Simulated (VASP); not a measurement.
Input of a VASP 6.6.1 run:

Contents of INCAR:

```
SYSTEM = ZnS
PREC     = Accurate       ! precision mode
ENCUT    = 520            ! plane-wave cutoff, eV
EDIFF    = 1E-7           ! SCF threshold, eV
ISMEAR   = 0              ! smearing method
SIGMA    = 0.02           ! smearing width, eV
LREAL    = .False.        ! projectors in reciprocal space
LASPH    = .True.         ! aspherical terms in the spheres
NELM     = 80             ! most SCF steps
ALGO     = Normal         ! electronic algorithm
ISIF     = 2              ! what is computed and relaxed
LWAVE    = .False.        ! write WAVECAR
LCHARG   = .False.        ! write CHGCAR
GGA      = PS             ! functional
NBANDS   = 26             ! bands
```

KPOINTS

```
Automatic mesh
0
Gamma
  12 12 6
  0 0 0
```

POSCAR

```
ZnS
1.0
    3.8173524863      0.0000000000      0.0000000000
   -1.9086762431      3.3059242284      0.0000000000
    0.0000000000      0.0000000000      6.2603607345
Zn S
2 2
Direct
    0.3333333333      0.6666666667      0.0002631817
    0.6666666667      0.3333333333      0.5002631817
    0.3333333333      0.6666666667      0.3747368183
    0.6666666667      0.3333333333      0.8747368183
```

Potentials or basis: VASP PAW PBE potentials, release 64 (Zn, S).

Command:

```sh
$ cat potpaw_PBE.64/Zn/POTCAR potpaw_PBE.64/S/POTCAR > POTCAR
$ mpirun -np 1 vasp_std > vasp.out
```

Question: Predict the pressure.

Answer: -1.8 GPa.

Question: Predict the band gap on the k mesh.

Answer: 2.04 eV, direct.

Caveat: the PAW data sets were made with another functional, which shifts forces and pressure a little. A k mesh can miss the band edges.
